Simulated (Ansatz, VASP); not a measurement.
**Ag in VASP and in Ansatz**

```
CELL_PARAMETERS angstrom
0.00000 2.00097 2.00097
2.00097 0.00000 2.00097
2.00097 2.00097 0.00000
ATOMIC_POSITIONS crystal
Ag 0.00000 0.00000 0.00000
```

Alike in both runs: functional LDA; k mesh 16 × 16 × 16; occupations fermi-dirac, width 0.05 eV; no spin polarisation.

Ansatz relaxed the structure, and its values are those at the end. VASP's run is a single point on that final structure, the one shown.

|  | VASP | Ansatz |
| --- | --- | --- |
| version | VASP 6.6.1 | Ansatz 0.2.0 |
| potentials or method | VASP PAW LDA potentials, release 64 (Ag), cutoff 500 eV | plane-wave PAW DFT |
| valence electrons in the cell | 11 | 19 |

Ansatz gave:

* pressure (GPa): 0.0

Problem. What did VASP give for the same quantities?

Solution. Pressure (GPa): 0.1.

Ansatz warns that its potentials were made for another functional, while VASP's fit it. LDA's correlation is that of Perdew and Zunger in VASP and of Perdew and Wang (1992) in Ansatz. VASP's potentials hold 11 valence electrons a cell and Ansatz's 19, so a difference there can come from the potentials and not from the codes.
